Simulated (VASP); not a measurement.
**TaGaMo3: relaxation of cell and atoms with PBE**

The system is TaGaMo3.

```xyz
10
Lattice="5.8914 0.0000 0.0000 -2.9457 5.1021 0.0000 0.0000 0.0000 7.0777" Properties=species:S:1:pos:R:3 pbc="T T T"
Ta    0.0000    0.0000    1.7694
Ta    0.0000    0.0000    5.3083
Ga    0.0000    3.4014    1.7694
Ga    2.9457    1.7007    5.3083
Mo    2.9457    0.0000    0.0000
Mo   -1.4729    2.5511    0.0000
Mo    1.4729    2.5511    0.0000
Mo    2.9457    0.0000    3.5389
Mo   -1.4729    2.5511    3.5389
Mo    1.4729    2.5511    3.5389
```

The cell was generated, and may not be a known phase.

```json
{
 "Program": "VASP 6.6.1",
 "Task": "relaxation of cell and atoms",
 "Functional": "PBE",
 "Potentials or basis": "VASP PAW PBE potentials, release 64 (Ta_pv, Ga_d, Mo_sv)",
 "Cutoff": "600 eV",
 "k mesh": "3 × 3 × 4",
 "Occupations": "gaussian, width 0.1 eV",
 "Spin": "no spin polarisation",
 "Dipole correction": "no",
 "Further INCAR settings": "ALGO = Fast; EDIFF = 1e-06; IBRION = 2; EDIFFG = -0.04; NSW = 90; ISIF = 3"
}
```

```yaml
Relaxed_volume: 18.43 Å³/atom
Relaxed_cell: a = 5.006 Å, b = 5.006 Å, c = 8.491 Å, α = 90.00°, β = 90.00°, γ = 120.00°
Space_group_after_relaxing_to_0.1_Å: P6_3/mmc (No. 194)
Energy_gained_by_relaxing: 556.6 meV/atom
Ionic_steps: 10
Pressure_after_relaxing: -0.1 GPa
Band_gap_on_the_k_mesh: zero (bands 66 and 67 overlap by 1.89 eV)
```

Stress tensor (GPa, compression positive):
```
-0.23  0.00  0.00
 0.00 -0.23  0.00
 0.00  0.00  0.02
```

Step by step:
| step | energy change (eV) | largest force (eV/Å) | pressure (GPa) | volume (Å³) |
| --- | --- | --- | --- | --- |
| 1 | 0.0000 | 0.0000 | -17.62 | 212.75 |
| 2 | 1.7439 | 0.0000 | 60.73 | 147.45 |
| 3 | -2.8967 | 0.0000 | 3.80 | 180.56 |
| 4 | -2.9092 | 0.0000 | 5.39 | 179.06 |
| 5 | -4.4014 | 0.0000 | 3.77 | 179.85 |
| 6 | -5.4323 | 0.0000 | 6.42 | 178.07 |
| 7 | -5.4563 | 0.0000 | 5.24 | 178.63 |
| 8 | -5.4621 | 0.0000 | 5.91 | 178.32 |
| 9 | -5.0793 | 0.0000 | -10.67 | 197.89 |
| 10 | -5.5657 | 0.0000 | -0.15 | 184.27 |

Final structure:
```yaml
crystal:
  lattice:
    - [5.00587, 0.00000, 0.00000]
    - [-2.50294, 4.33521, 0.00000]
    - [0.00000, 0.00000, 8.49122]
  atoms:
    - { symbol: Ta, position: [0.00000, 0.00000, 0.25000] }
    - { symbol: Ta, position: [0.00000, 0.00000, 0.75000] }
    - { symbol: Ga, position: [0.33333, 0.66667, 0.25000] }
    - { symbol: Ga, position: [0.66667, 0.33333, 0.75000] }
    - { symbol: Mo, position: [0.50000, 0.00000, 0.00000] }
    - { symbol: Mo, position: [0.00000, 0.50000, 0.00000] }
    - { symbol: Mo, position: [0.50000, 0.50000, 0.00000] }
    - { symbol: Mo, position: [0.50000, 0.00000, 0.50000] }
    - { symbol: Mo, position: [0.00000, 0.50000, 0.50000] }
    - { symbol: Mo, position: [0.50000, 0.50000, 0.50000] }
```

Levels at points of the mesh, in eV from the Fermi level:
```tsv
k point	band 62	band 63	band 64	band 65	band 66	band 67	band 68	band 69	band 70	band 71
(0.00, 0.00, 0.00)	-0.49	-0.49	0.12	0.51	1.03	1.03	1.67	1.72	1.72	1.95
(0.00, 0.00, 0.50)	-1.23	0.31	0.31	0.31	0.31	1.66	1.66	1.66	1.66	1.69
```

It took 34 min on 1 thread of Intel(R) Xeon(R) 6975P-C (Granite Rapids) (shared host), peak memory 0.5 GiB.

Caveat: the k points lie up to 0.48 Å⁻¹ apart in the final cell, too coarse for converged energies and pressures of a metal; a cell axis changed by over 15 % at a fixed basis, so the end point is rough; spin-orbit coupling is left out, which moves the levels of the heavy elements.
